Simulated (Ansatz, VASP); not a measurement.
## CdTe: VASP beside Ansatz

```
Cd Te
1.0
     0.00000    3.27996    3.27996
     3.27996    0.00000    3.27996
     3.27996    3.27996    0.00000
Cd Te
1 1
Direct
  0.00000 0.00000 0.00000
  0.25000 0.25000 0.25000
```

Alike in both runs: task single point; functional r2SCAN; k mesh 6 × 6 × 6; no spin polarisation.

|  | VASP | Ansatz |
| --- | --- | --- |
| version | VASP 6.6.1 | Ansatz 0.2.0 |
| potentials or method | VASP PAW PBE potentials, release 64 (Cd, Te) | plane waves, PAW |
| plane-wave cutoff (eV) | 520 | 500 |
| occupations | gaussian, width 0.01 eV | fixed |
| valence electrons in the cell | 18 | 36 |

Ansatz gave:

| Property | Result |
| --- | --- |
| gap on the k mesh at the Fermi level (eV) | 1.16 |
| pressure (GPa) | 0.0 |

Estimate VASP's values.

gap on the k mesh at the Fermi level (eV): 1.15; pressure (GPa): 0.1.

VASP's potentials were made for PBE, not for r2SCAN. VASP's potentials hold 18 valence electrons a cell and Ansatz's 36, so a difference there can come from the potentials and not from the codes.

Neither program's run includes spin-orbit coupling.
